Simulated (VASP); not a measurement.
Here is a VASP 6.6.1 calculation.

File INCAR:

```
ALGO = Fast
EDIFF = 1E-7
ENCUT = 520
GGA = CA
ISIF = 2
ISMEAR = -1
LASPH = T
LCHARG = T
LELF = T
LREAL = F
LVHAR = T
LWAVE = F
NBANDS = 11
NELM = 60
PREC = Accurate
SIGMA = 0.05
```

File KPOINTS:

```
k-points
0
Gamma
  10 10 10
```

Contents of POSCAR:

```
Hf
1.0
   -1.7928855410      1.7928855410      1.7928855410
    1.7928855410     -1.7928855410      1.7928855410
    1.7928855410      1.7928855410     -1.7928855410
Hf
1
Direct
    0.0000000000      0.0000000000      0.0000000000
```

Potentials or basis: VASP PAW LDA potentials, release 64 (Hf_pv).

Launch:

```bash
$ cat potpaw_LDA.64/Hf_pv/POTCAR > POTCAR
$ mpirun -np 1 vasp_std > vasp.out
```

Q: What does it give for the pressure?

A: -11.2 GPa.

Q: Predict the band gap on the k mesh.

A: Zero (band 5 reaches 5.66 eV, above the bottom of band 6 at 3.52 eV).

Caveat: spin-orbit coupling is left out, which moves the levels of the heavy elements.
